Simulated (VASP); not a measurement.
Set up this calculation in VASP 6.6.1, as the native input.

```
Task                   : single point
Functional             : PBEsol
Potentials or basis    : VASP PAW PBE potentials, release 64 (Ir_sv_GW)
Cutoff                 : 560 eV
k mesh                 : 14 × 14 × 14
Occupations            : gaussian, width 0.15 eV
Spin                   : no spin polarisation
Dipole correction      : no
Further INCAR settings : ALGO = Normal; EDIFF = 1e-06; NBANDS = 78
```

The structure of Ir lies in POSCAR:

```
Ir
1.0
   -3.8302304141      3.8302304141      0.0000000000
   -3.8302304141      0.0000000000      3.8302304141
    0.0000000000      3.8302304141      3.8302304141
Ir
8
Direct
    0.0000000000      0.0000000000      0.0000000000
    0.5000000000      0.0000000000      0.0000000000
    0.0000000000      0.5000000000      0.0000000000
    0.0000000000      0.0000000000      0.5000000000
    0.5000000000      0.5000000000      0.0000000000
    0.5000000000      0.0000000000      0.5000000000
    0.0000000000      0.5000000000      0.5000000000
    0.5000000000      0.5000000000      0.5000000000
```

One way to write it, as run:

INCAR

```
SYSTEM = Ir
ALGO = Normal
EDIFF = 1E-6
ENCUT = 560
GGA = PS
GGA_COMPAT = .False.
ISIF = 2
ISMEAR = 0
LASPH = .True.
LCHARG = .False.
LREAL = .False.
LWAVE = .False.
NBANDS = 78
NELM = 120
PREC = Accurate
SIGMA = 0.15
```

KPOINTS

```
k-points
0
Gamma
  14 14 14
  0 0 0
```

Potentials or basis: VASP PAW PBE potentials, release 64 (Ir_sv_GW).

Run with:

```sh
$ cat potpaw_PBE.64/Ir_sv_GW/POTCAR > POTCAR
$ mpirun -np 1 vasp_std > vasp.out
```

Results of the run:

```
Pressure               : -1.8 GPa
Band gap on the k mesh : zero (bands 68 and 69 overlap by 2.32 eV)
```

Caveat: the PAW data sets were made with another functional, which shifts forces and pressure a little; spin-orbit coupling is left out, which moves the levels of the heavy elements.

It took 19 min on 1 thread of Intel(R) Xeon(R) Platinum 8259CL CPU @ 2.50GHz (Skylake/Cascade Lake) (shared host), peak memory 0.74 GiB.
